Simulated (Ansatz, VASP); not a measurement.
**One calculation of SnSe, two programs**

Contents of INCAR:

```
SYSTEM = SnSe
PREC     = Accurate       ! precision mode
ENCUT    = 500            ! plane-wave cutoff, eV
EDIFF    = 1E-6           ! SCF threshold, eV
ISMEAR   = -1             ! smearing method
SIGMA    = 0.05           ! smearing width, eV
LREAL    = .False.        ! projectors in reciprocal space
LASPH    = .True.         ! aspherical terms in the spheres
NELM     = 120            ! most SCF steps
ALGO     = Normal         ! electronic algorithm
ISIF     = 2              ! what is computed and relaxed
LWAVE    = .False.        ! write WAVECAR
LCHARG   = .False.        ! write CHGCAR
GGA      = LIBXC          ! functional
LIBXC1   = GGA_X_B88    
LIBXC2   = GGA_C_PBE    
NBANDS   = 17             ! bands
GGA_COMPAT= .False.
```

KPOINTS

```
regular mesh
0
Gamma
  8 8 8
  0 0 0
```

POSCAR

```
SnSe
1.0
    0.0000000000      3.0496098055      3.0496098055
    3.0496098055      0.0000000000      3.0496098055
    3.0496098055      3.0496098055      0.0000000000
Sn Se
1 1
Direct
    0.0000000000      0.0000000000      0.0000000000
    0.5000000000      0.5000000000      0.5000000000
```

The input input.yaml:

```yaml
crystal:
  lattice:
    - [0.0, 3.0496098055, 3.0496098055]
    - [3.0496098055, 0.0, 3.0496098055]
    - [3.0496098055, 3.0496098055, 0.0]
  atoms:
    - { symbol: Sn, position: [0.0, 0.0, 0.0] }
    - { symbol: Se, position: [0.5, 0.5, 0.5] }
hamiltonian:
  xc: { exchange: b88, correlation: pbe }
  pseudopotentials: { kind: paw }
kpoints:
  mp_grid: { grid: [8, 8, 8] }
scf:
  occupations: { method: fermi_dirac, width: 0.05 }
output:
  forces: true
  stress: true
  eigenvalues: true
```

Alike in both runs: task single point; functional b88 exchange, pbe correlation; k mesh 8 × 8 × 8; occupations fermi-dirac, width 0.05 eV; no spin polarisation.

|  | VASP | Ansatz |
| --- | --- | --- |
| version | VASP 6.6.1 | Ansatz 0.2.0 |
| potentials or method | VASP PAW PBE potentials, release 64 (Sn_d, Se) | Ansatz PAW |
| plane-wave cutoff (eV) | 500 | 420 |
| valence electrons in the cell | 20 | 30 |

Ansatz gave:

| Quantity | Value |
| --- | --- |
| gap on the k mesh at the Fermi level (eV) | 0.40 |
| least direct gap on the mesh (eV) | 0.40 |
| pressure (GPa) | -1.1 |

Problem. Which values does VASP return?

Solution. gap on the k mesh at the Fermi level (eV): 0.40; least direct gap on the mesh (eV): 0.40; pressure (GPa): -1.2.

VASP's potentials were made for PBE, not for b88 exchange, pbe correlation. With one functional, cell and mesh, what is left measures potentials, basis and numerics. VASP's potentials hold 20 valence electrons a cell and Ansatz's 30, so a difference there can come from the potentials and not from the codes.
